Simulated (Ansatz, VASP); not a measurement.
**GaN: VASP beside Ansatz**

```xyz
2
Lattice="0.0000 2.1544 2.1544 2.1544 0.0000 2.1544 2.1544 2.1544 0.0000" Properties=species:S:1:pos:R:3 pbc="T T T"
Ga    0.0000    0.0000    0.0000
N     2.1544    2.1544    2.1544
```

Alike in both runs: task relaxation of cell and atoms; functional PBE; k mesh 16 × 16 × 16; occupations fermi-dirac, width 0.05 eV; no spin polarisation.

|  | VASP | Ansatz |
| --- | --- | --- |
| version | VASP 6.6.1 | Ansatz 0.2.0 |
| potentials or method | VASP PAW PBE potentials, release 64 (Ga_d, N) | PAW with Ansatz's default frozen-core files, scalar-relativistic |
| plane-wave cutoff (eV) | 600 | 420 |
| valence electrons in the cell | 18 | 18 |

```tsv
	VASP	Ansatz	Ansatz less VASP
relaxed volume (Å³/atom)	9.75	9.72	-0.026
relaxed cell length with the largest relative difference (Å)	3.021	3.018	-0.0027
```
